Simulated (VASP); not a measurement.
# WSe2 in VASP: further runs

WSe2 is run at these levels: PBE+D3(BJ); tasks: single point.

All numbers are computed with VASP 6.6.1; they aren't measurements. Logs are shortened: lines on timing, memory, paths and dates and some standing lists are left out, and cuts for length are marked.

### 1 The cell of the first run

The cell holds a slab with vacuum, 6 atoms: a = 3.285 Å, b = 3.285 Å, c = 24.239 Å, α = 90.00°, β = 90.00°, γ = 120.00°.

### 2 Single point, PBE+D3(BJ)

File INCAR:

```
SYSTEM = WSe2
PREC     = Accurate       ! precision mode
ENCUT    = 520            ! plane-wave cutoff, eV
EDIFF    = 1E-6           ! SCF threshold, eV
ISMEAR   = 0              ! smearing method
SIGMA    = 0.05           ! smearing width, eV
LREAL    = .False.        ! projectors in reciprocal space
LASPH    = .True.         ! aspherical terms in the spheres
NELM     = 80             ! most SCF steps
ALGO     = Normal         ! electronic algorithm
ISIF     = 2              ! what is computed and relaxed
LWAVE    = .False.        ! write WAVECAR
LCHARG   = .False.        ! write CHGCAR
LDIPOL   = .True.       
IDIPOL   = 3            
DIPOL    = 0.5 0.5 0.407
GGA      = PE             ! functional
IVDW     = 12             ! dispersion correction
NBANDS   = 35             ! bands
```

File KPOINTS:

```
Automatic mesh
0
Gamma
  9 9 1
  0 0 0
```

File POSCAR:

```
WSe2
1.0
    3.2854929709      0.0000000000      0.0000000000
   -1.6427464855      2.8453203767      0.0000000000
    0.0000000000      0.0000000000     24.2386466774
Se W
4 2
Direct
    0.3333333333      0.6666666667      0.1856539294
    0.3333333333      0.6666666667      0.3246601777
    1.0000000000      0.0000000000      0.4900984571
    1.0000000000      0.0000000000      0.6291047054
    0.6666666667      0.3333333333      0.2551570536
    1.3333333333     -0.3333333333      0.5596015813
```

Potentials or basis: VASP PAW PBE potentials, release 64 (Se, W_sv).

The run is started by

```bash
$ cat potpaw_PBE.64/Se/POTCAR potpaw_PBE.64/W_sv/POTCAR > POTCAR
$ mpirun -np 1 vasp_std > vasp.out
```

OUTCAR:

```text
SYSTEM = WSe2
   PREC = Accurate
   ENCUT = 520
   EDIFF = 1E-6
   ISMEAR = 0
   LREAL = .False.
   LASPH = .True.
   NELM = 80
   ISIF = 2
   GGA = PE
   IVDW = 12
 IVDW          = 12

 ion  position               nearest neighbor table
   1  0.333  0.667  0.186-   5 2.54   5 2.54   5 2.54
   2  0.333  0.667  0.325-   5 2.54   5 2.54   5 2.54
   3  0.000  0.000  0.490-   6 2.54   6 2.54   6 2.54
   4  0.000  0.000  0.629-   6 2.54   6 2.54   6 2.54
   5  0.667  0.333  0.255-   2 2.54   2 2.54   2 2.54   1 2.54   1 2.54   1 2.54
   6  0.333  0.667  0.560-   4 2.54   4 2.54   4 2.54   3 2.54   3 2.54   3 2.54

  LATTYP: Found a hexagonal cell.
 ALAT       =     3.2854929709
 C/A-ratio  =     7.3774763459

  Lattice vectors:

 A1 = (   3.2854929709,   0.0000000000,   0.0000000000)
 A2 = (  -1.6427464855,   2.8453203767,   0.0000000000)
 A3 = (   0.0000000000,   0.0000000000,  24.2386466774)

Analysis of symmetry for initial positions (statically):
=====================================================================
 Subroutine PRICEL returns:
 Original cell was already a primitive cell.

 Routine SETGRP: Setting up the symmetry group for a
 hexagonal supercell.

 Subroutine GETGRP returns: Found  6 space group operations
 (whereof  6 operations were pure point group operations)
 out of a pool of 24 trial point group operations.

The static configuration has the point symmetry C_3v.

Analysis of symmetry for dynamics (positions and initial velocities):
=====================================================================
 Subroutine PRICEL returns:
 Original cell was already a primitive cell.

 Routine SETGRP: Setting up the symmetry group for a
 hexagonal supercell.

 Subroutine GETGRP returns: Found  6 space group operations
 (whereof  6 operations were pure point group operations)
 out of a pool of 24 trial point group operations.

The dynamic configuration has the point symmetry C_3v.

 Subroutine INISYM returns: Found  6 space group operations
 (whereof  6 operations are pure point group operations),
 and found     1 'primitive' translations

----------------------------------------------------------------------------------------

                                     Primitive cell

  volume of cell :     226.5897

  direct lattice vectors                    reciprocal lattice vectors
     3.285492971  0.000000000  0.000000000     0.304368327  0.175727136  0.000000000
    -1.642746486  2.845320377  0.000000000     0.000000000  0.351454271  0.000000000
     0.000000000  0.000000000 24.238646677     0.000000000  0.000000000  0.041256429

  length of vectors
     3.285492971  3.285492971 24.238646677     0.351454271  0.351454271  0.041256429

  position of ions in fractional coordinates (direct lattice)
     0.333333333  0.666666667  0.185653929
     0.333333333  0.666666667  0.324660178
     0.000000000  0.000000000  0.490098457
     0.000000000  0.000000000  0.629104705
     0.666666667  0.333333333  0.255157054
     0.333333333  0.666666667  0.559601581

  ion indices of the primitive-cell ions
   primitive index   ion index
                 1           1
                 2           2
                 3           3
                 4           4
                 5           5
                 6           6

----------------------------------------------------------------------------------------

 KPOINTS: Automatic mesh

Automatic generation of k-mesh.
 Grid dimensions read from file:
 generate k-points for:    9    9    1

 Generating k-lattice:

  Cartesian coordinates                     Fractional coordinates (reciprocal lattice)
     0.033818703  0.019525237  0.000000000     0.111111111  0.000000000  0.000000000
     0.000000000  0.039050475  0.000000000     0.000000000  0.111111111  0.000000000
     0.000000000  0.000000000  0.041256429     0.000000000  0.000000000  1.000000000

  Length of vectors
     0.039050475  0.039050475  0.041256429

  Shift w.r.t. Gamma in fractional coordinates (k-lattice)
     0.000000000  0.000000000  0.000000000

 Subroutine IBZKPT returns following result:
 ===========================================

 Found     12 irreducible k-points:

 Following reciprocal coordinates:
            Coordinates               Weight
  0.000000  0.000000  0.000000      1.000000
  0.111111 -0.000000  0.000000      6.000000
  0.222222  0.000000  0.000000      6.000000
  0.333333 -0.000000  0.000000      6.000000
  0.444444  0.000000  0.000000      6.000000
  0.111111  0.111111  0.000000      6.000000
  0.222222  0.111111  0.000000     12.000000
  0.333333  0.111111  0.000000     12.000000
  0.444444  0.111111  0.000000      6.000000
  0.222222  0.222222  0.000000      6.000000
  0.333333  0.222222  0.000000     12.000000
  0.333333  0.333333  0.000000      2.000000
   k-points           NKPTS =     12   k-points in BZ     NKDIM =     12   number of bands    NBANDS=     35
   number of dos      NEDOS =    301   number of ions     NIONS =      6
   total plane-waves  NPLWV = 103680
   dimension x,y,z NGX =    24 NGY =   24 NGZ =  180
   dimension x,y,z NGXF=    48 NGYF=   48 NGZF=  360
   ions per type =               4   2
   NGX,Y,Z   is equivalent  to a cutoff of  12.14, 12.14, 12.35 a.u.
   NGXF,Y,Z  is equivalent  to a cutoff of  24.29, 24.29, 24.69 a.u.
 SYSTEM =  WSe2
   PREC   = accura    normal or accurate (medium, high low for compatibility)
   ISTART =      0    job   : 0-new  1-cont  2-samecut
   ICHARG =      2    charge: 1-file 2-atom 10-const
   ISPIN  =      1    spin polarized calculation?
   LNONCOLLINEAR =      F non collinear calculations
   LSORBIT =      F    spin-orbit coupling
   LASPH  =      T    aspherical Exc in radial PAW
   ENCUT  =  520.0 eV  38.22 Ry    6.18 a.u.   6.11  6.11 45.07*2*pi/ulx,y,z
   NELM   =     80;   NELMIN=  2; NELMDL= -5     # of ELM steps
   EDIFF  = 0.1E-05   stopping-criterion for ELM
   LREAL  =      F    real-space projection
   EDIFFG = 0.1E-04   stopping-criterion for IOM
   NSW    =      0    number of steps for IOM
   IBRION =     -1    ionic relax: 0-MD 1-quasi-New 2-CG
   NFREE  =      0    steps in history (QN), initial steepest desc. (CG)
   ISIF   =      2    stress and relaxation
   ISYM   =      2    0-nonsym 1-usesym 2-fastsym
   POTIM  = 0.5000    time-step for ionic-motion
   TEBEG  =    0.0;   TEEND  =   0.0 temperature during run
   PSTRESS=    0.0 pullay stress
   NELECT =      52.0000    total number of electrons
   NUPDOWN=      -1.0000    fix difference up-down
   EMIN   =  10.00;   EMAX   =-10.00  energy-range for DOS
   EFERMI =   0.00;   METHOD = LEGACY
   ISMEAR =     0;   SIGMA  =   0.05  broadening in eV -4-tet -1-fermi 0-gaus
   EFERMI_NEDOS =   21; number of points for ismear=-14 and -15
   IALGO  =     38    algorithm
   IMIX   =      4    mixing-type and parameters
     AMIX     =   0.40;   BMIX     =  1.00
     AMIX_MAG =   1.60;   BMIX_MAG =  1.00
  volume/ion in A,a.u.               =      37.76       254.85
  Fermi-wavevector in a.u.,A,eV,Ry     =   1.002296  1.894064 13.668371  1.004597
  Thomas-Fermi vector in A             =   2.134774
   LORBIT       =      0    0 simple, 1 ext, 2 COOP (PROOUT), +10 PAW based schemes
   GGA     = PE    functional components
   LHFCALC =     F    Hartree Fock is set to
   AEXX    =    0.0000 exact exchange contribution
   IVDW    =    12    specifies the selected vdW correction
   LEPSILON=     F    determine dielectric tensor
   LRPA    =     F    only Hartree local field effects (RPA)
 non-spin polarized calculation
 Gauss-broadening in eV      SIGMA  =   0.05
  energy-cutoff  :      520.00
  volume of cell :      226.59
 maximum number of plane-waves:      6144
   NGX = 13   NGY = 13   NGZ = 91

 dipolmoment           0.000000      0.000000      0.000923 electrons x Angstroem

 number of electron      51.9999994 magnetization

 dipolmoment           0.000000      0.000000     -0.000334 electrons x Angstroem

 Free energy of the ion-electron system (eV)
  ---------------------------------------------------
  ext. energy  EPLUGINS =         0.00000000
  ---------------------------------------------------
  free energy    TOTEN  =       -43.22513419 eV

  energy without entropy =      -43.22513419  energy(sigma->0) =      -43.22513419

 E-fermi :   1.1721     XC(G=0):  -6.3212

 val. band max:        0.8600209436   @ k =   0.3333   0.3333   0.0000
 cond. band min:       2.4697229199   @ k =   0.2222   0.1111   0.0000
 fundamental gap:      1.6097019763
 Fermi energy:         1.1721346751

 k-point     1 :       0.0000    0.0000    0.0000
  band No.  band energies     occupation
      1     -73.1854      2.00000
      2     -73.1791      2.00000
      3     -37.4308      2.00000
      4     -37.4243      2.00000
      5     -37.2968      2.00000
      6     -37.2968      2.00000
[... 27 lines left out ...]
     34       4.0139      0.00000
     35       5.1532      0.00000

 k-point     2 :       0.1111   -0.0000    0.0000
  band No.  band energies     occupation
      1     -73.1841      2.00000
      2     -73.1779      2.00000
      3     -37.4255      2.00000
      4     -37.4191      2.00000
      5     -37.3246      2.00000
      6     -37.3184      2.00000
[... 27 lines left out ...]
     34       4.1602      0.00000
     35       5.5882      0.00000

 k-point     3 :       0.2222    0.0000    0.0000
  band No.  band energies     occupation
      1     -73.1811      2.00000
      2     -73.1748      2.00000
      3     -37.4122      2.00000
      4     -37.4057      2.00000
      5     -37.3943      2.00000
      6     -37.3881      2.00000
[... 27 lines left out ...]
     34       4.7213      0.00000
     35       6.2493      0.00000
[... 267 lines left out ...]
 k-point    11 :       0.3333    0.2222    0.0000
  band No.  band energies     occupation
      1     -73.1742      2.00000
      2     -73.1679      2.00000
      3     -37.4952      2.00000
      4     -37.4890      2.00000
      5     -37.4069      2.00000
      6     -37.4007      2.00000
[... 27 lines left out ...]
     34       5.5527      0.00000
     35       6.3151      0.00000

 k-point    12 :       0.3333    0.3333    0.0000
  band No.  band energies     occupation
      1     -73.1736      2.00000
      2     -73.1673      2.00000
      3     -37.4712      2.00000
      4     -37.4650      2.00000
      5     -37.4478      2.00000
      6     -37.4416      2.00000
[... 27 lines left out ...]
     34       5.8422      0.00000
     35       6.5375      0.00000

------------------------ aborting loop because EDIFF is reached ----------------------------------------

 vacuum level on the upper side and lower side of the slab       (xc-potential included)        -0.134        -0.125

 Edisp (eV)   -2.23955

 E8    (eV) :    -1.0306

  FORCE on cell =-STRESS in cart. coord.  units (eV):
  Direction    XX          YY          ZZ          XY          YZ          ZX
  --------------------------------------------------------------------------------------
  -------------------------------------------------------------------------------------
  Total       0.02174     0.02174    -0.42413    -0.00000     0.00000     0.00000
  in kB       0.15373     0.15373    -2.99897    -0.00000     0.00000     0.00000
  external pressure =       -0.90 kB  Pullay stress =        0.00 kB

 VOLUME and BASIS-vectors are now :
 -----------------------------------------------------------------------------
  energy-cutoff  :      520.00
  volume of cell :      226.59
      direct lattice vectors                 reciprocal lattice vectors
     3.285492971  0.000000000  0.000000000     0.304368327  0.175727136  0.000000000
    -1.642746486  2.845320377  0.000000000     0.000000000  0.351454271  0.000000000
     0.000000000  0.000000000 24.238646677     0.000000000  0.000000000  0.041256429

 POSITION                                       TOTAL-FORCE (eV/Angst)
 -----------------------------------------------------------------------------------
     -0.00000      1.89688      4.50000         0.000000      0.000000     -0.041091
     -0.00000      1.89688      7.86932         0.000000      0.000000      0.138679
      0.00000      0.00000     11.87932         0.000000      0.000000     -0.140250
      0.00000      0.00000     15.24865         0.000000     -0.000000      0.040178
      1.64275      0.94844      6.18466        -0.000000      0.000000      0.034615
     -0.00000      1.89688     13.56399        -0.000000     -0.000000     -0.032130
 -----------------------------------------------------------------------------------
    total drift:                               -0.000000      0.000000     -0.000202

  FREE ENERGIE OF THE ION-ELECTRON SYSTEM (eV)
  ---------------------------------------------------
  free  energy   TOTEN  =       -45.4646867097 eV

  energy  without entropy=      -45.4646867097  energy(sigma->0) =      -45.46468671

 vacuum level on the upper side and lower side of the slab         5.810         5.821
```

Run time: 3.4 min. Hardware: 1 thread of Intel Xeon Platinum 8259CL at 2.50GHz (Skylake/Cascade Lake), shared host; peak memory 0.35 GiB.

Results:

- Free energy: -45.4647 eV
- Largest force: 0.140 eV/Å
- Band gap on the k mesh: 1.61 eV, indirect (least direct gap 1.66 eV)
- Dispersion energy per atom: -0.373 eV

Forces in eV/Å, atoms in the order of the input:
```
Se   0.000  0.000 -0.041
Se   0.000  0.000  0.139
Se   0.000  0.000 -0.140
Se   0.000  0.000  0.040
W    0.000  0.000  0.035
W    0.000  0.000 -0.032
```

Levels at points of the mesh, in eV from the valence-band top:
```csv
k point,band 22,band 23,band 24,band 25,band 26,band 27,band 28,band 29,band 30,band 31
"(0.00, 0.00, 0.00)",-1.17,-1.17,-1.17,-0.55,-0.24,2.98,2.98,2.99,2.99,3.14
```

Caveat: spin-orbit coupling is left out, which moves the levels of the heavy elements.

### 3 Single point, PBE+D3(BJ)

File INCAR:

```
SYSTEM = WSe2
ALGO = Normal
DIPOL = 0.5 0.5 0.388
EDIFF = 1E-6
ENCUT = 520
GGA = PE
IDIPOL = 3
ISIF = 2
ISMEAR = 0
IVDW = 12
LASPH = .TRUE.
LCHARG = .TRUE.
LDIPOL = .TRUE.
LELF = .TRUE.
LREAL = .FALSE.
LVACPOTAV = .TRUE.
LVHAR = .TRUE.
LWAVE = .FALSE.
NBANDS = 35
NELM = 80
PREC = Accurate
SIGMA = 0.05
```

File KPOINTS:

```
k-points
0
G
  9 9 1
  0 0 0
```

File POSCAR:

```
WSe2
1.0
    3.2854929709      0.0000000000      0.0000000000
   -1.6427464855      2.8453203767      0.0000000000
    0.0000000000      0.0000000000     24.2386466774
Se W
4 2
Direct
    0.3333333333      0.6666666667      0.1856539294
    0.3333333333      0.6666666667      0.3246601777
    1.0000000000      0.0000000000      0.4517299783
    1.0000000000      0.0000000000      0.5907362267
    0.6666666667      0.3333333333      0.2551570536
    1.3333333333     -0.3333333333      0.5212331025
```

Potentials or basis: VASP PAW PBE potentials, release 64 (Se, W_sv).

The run is started by

```bash
$ cat potpaw_PBE.64/Se/POTCAR potpaw_PBE.64/W_sv/POTCAR > POTCAR
$ mpirun -np 1 vasp_std > vasp.out
```

Wall time 3.1 min (1 thread of Intel Xeon Platinum 8259CL at 2.50GHz (Skylake/Cascade Lake), shared host); peak memory 0.35 GiB.

The run converged. Its results:

- Free energy: -45.5722 eV
- Largest force: 0.049 eV/Å
- Band gap on the k mesh: 1.42 eV, indirect (least direct gap 1.60 eV)
- Dispersion energy per atom: -0.402 eV

Forces on the atoms (eV/Å):
```
Se   0.000  0.000 -0.040
Se   0.000  0.000  0.015
Se   0.000  0.000 -0.038
Se   0.000  0.000  0.030
W    0.000  0.000  0.049
W    0.000  0.000 -0.015
```

Levels at points of the mesh, in eV from the valence-band top:
```csv
k point,band 23,band 24,band 25,band 26,band 27,band 28,band 29,band 30
"(0.00, 0.00, 0.00)",-1.27,-1.27,-0.72,0.00,2.79,2.79,2.88,2.88
```

Caveat: spin-orbit coupling is left out, which moves the levels of the heavy elements.
